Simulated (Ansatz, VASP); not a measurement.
# Two plane-wave programs on BiTe

```xyz
2
Lattice="0.0000 3.1972 3.1972 3.1972 0.0000 3.1972 3.1972 3.1972 0.0000" Properties=species:S:1:pos:R:3 pbc="T T T"
Bi    0.0000    0.0000    0.0000
Te    3.1972    3.1972    3.1972
```

Alike in both runs: functional PBEsol; k mesh 12 × 12 × 12; occupations gaussian, width 0.1 eV; no spin polarisation.

Ansatz relaxed the structure, and its values are those at the end. VASP's run is a single point on that final structure, the one shown.

|  | VASP | Ansatz |
| --- | --- | --- |
| version | VASP 6.6.1 | Ansatz 0.2.0 |
| potentials or method | VASP PAW PBE potentials, release 64 (Bi_d, Te), cutoff 520 eV | scalar-relativistic, plane waves, PAW |
| valence electrons in the cell | 21 | 31 |

```tsv
	VASP	Ansatz	Ansatz less VASP
gap on the k mesh at the Fermi level (eV)	none	none	-
pressure (GPa)	0.0	0.0	+0.02
```

VASP's potentials were made for PBE, not for PBEsol. A gap of «none» marks a metal or a gap that the smearing closes. The functional is the same, so the differences come from potentials, cutoffs and numerics. VASP's potentials hold 21 valence electrons a cell and Ansatz's 31, so a difference there can come from the potentials and not from the codes.

Spin-orbit coupling is off throughout.
